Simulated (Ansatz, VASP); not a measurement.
**Two plane-wave programs on PbSe**

Contents of POSCAR:

```
PbSe
1.0
    0.0000000000      3.4232041310      3.4232041310
    3.4232041310      0.0000000000      3.4232041310
    3.4232041310      3.4232041310      0.0000000000
Pb Se
1 1
Direct
    0.0000000000      0.0000000000      0.0000000000
    0.2500000000      0.2500000000      0.2500000000
```

INCAR.step1

```
SYSTEM = PbSe
ALGO = Normal
EDIFF = 1E-5
ENCUT = 520
GGA = PE
ISIF = 2
ISMEAR = 0
LASPH = .TRUE.
LCHARG = .FALSE.
LREAL = .FALSE.
LWAVE = .TRUE.
NBANDS = 17
NELM = 60
PREC = Accurate
SIGMA = 0.01
```

The input INCAR.step2:

```
SYSTEM = PbSe
AEXX = 0.25
ALGO = Normal
EDIFF = 1E-6
ENCUT = 520
GGA = PE
ISIF = 2
ISMEAR = 0
ISTART = 1
LASPH = .TRUE.
LCHARG = .FALSE.
LHFCALC = .TRUE.
LREAL = .FALSE.
LWAVE = .FALSE.
NBANDS = 17
NELM = 60
PREC = Accurate
PRECFOCK = Normal
SIGMA = 0.01
```

KPOINTS

```
k-points
0
G
  4 4 4
  0 0 0
```

Input for Ansatz:

```yaml
crystal:
  lattice:
    - [0.0, 3.423204131, 3.423204131]
    - [3.423204131, 0.0, 3.423204131]
    - [3.423204131, 3.423204131, 0.0]
  atoms:
    - { symbol: Pb, position: [0.0, 0.0, 0.0] }
    - { symbol: Se, position: [0.25, 0.25, 0.25] }
kpoints:
  mp_grid: { grid: [4, 4, 4] }
hamiltonian:
  xc: pbe0
scf:
  occupations: { method: fixed }
  n_extra_bands: 4
output:
  forces: true
  stress: true
  eigenvalues: true
```

Alike in both runs: task single point; functional PBE0; k mesh 4 × 4 × 4; no spin polarisation.

|  | VASP | Ansatz |
| --- | --- | --- |
| version | VASP 6.6.1 | Ansatz 0.2.0 |
| potentials or method | VASP PAW PBE potentials, release 64 (Pb_d, Se) | plane waves |
| plane-wave cutoff (eV) | 520 | 420 |
| occupations | gaussian, width 0.01 eV | fixed |
| valence electrons in the cell | 20 | 30 |

Ansatz gave:

- gap on the k mesh at the Fermi level (eV): 1.68
- pressure (GPa): 0.1

Q: Estimate VASP's values.

A: gap on the k mesh at the Fermi level (eV): 1.73; pressure (GPa): 0.0.

VASP's potentials hold 20 valence electrons a cell and Ansatz's 30, so a difference there can come from the potentials and not from the codes. Ansatz's warnings: stress exchange threshold loose, stress scf threshold loose.

Neither program's run includes spin-orbit coupling.
